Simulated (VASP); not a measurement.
# MgS: single point with PBE0

The system is MgS.

```
S Mg
1.0
     0.00000    2.83312    2.83312
     2.83312    0.00000    2.83312
     2.83312    2.83312    0.00000
S Mg
1 1
Direct
  0.25000 0.25000 0.25000
  0.00000 0.00000 0.00000
```

```
Program             : VASP 6.6.1
Task                : single point
Functional          : PBE0
Potentials or basis : VASP PAW PBE potentials, release 64 (S, Mg)
Cutoff              : 520 eV
k mesh              : 4 × 4 × 4
Occupations         : fermi-dirac, width 0.05 eV
Spin                : no spin polarisation
```

```
Pressure               : -0.3 GPa
Band gap on the k mesh : 5.23 eV, direct
```

Levels at points of the mesh, in eV from the valence-band top:
| k point | band 2 | band 3 | band 4 | band 5 | band 6 | band 7 |
| --- | --- | --- | --- | --- | --- | --- |
| (0.00, 0.00, 0.00) | 0.00 | 0.00 | 0.00 | 5.23 | 9.96 | 9.96 |
| (0.50, 0.00, 0.00) | -3.42 | -0.36 | -0.36 | 6.97 | 9.60 | 9.60 |
| (0.50, 0.50, 0.00) | -3.07 | -1.14 | -1.14 | 5.59 | 7.51 | 13.39 |

It took 81 s on 1 thread of Intel(R) Xeon(R) Platinum 8488C (Sapphire Rapids), on a shared host, peak memory 0.17 GiB.

Caveat: the k points lie up to 0.48 Å⁻¹ apart; the PAW data sets were made with another functional, which shifts forces and pressure a little. A k mesh can miss the band edges.
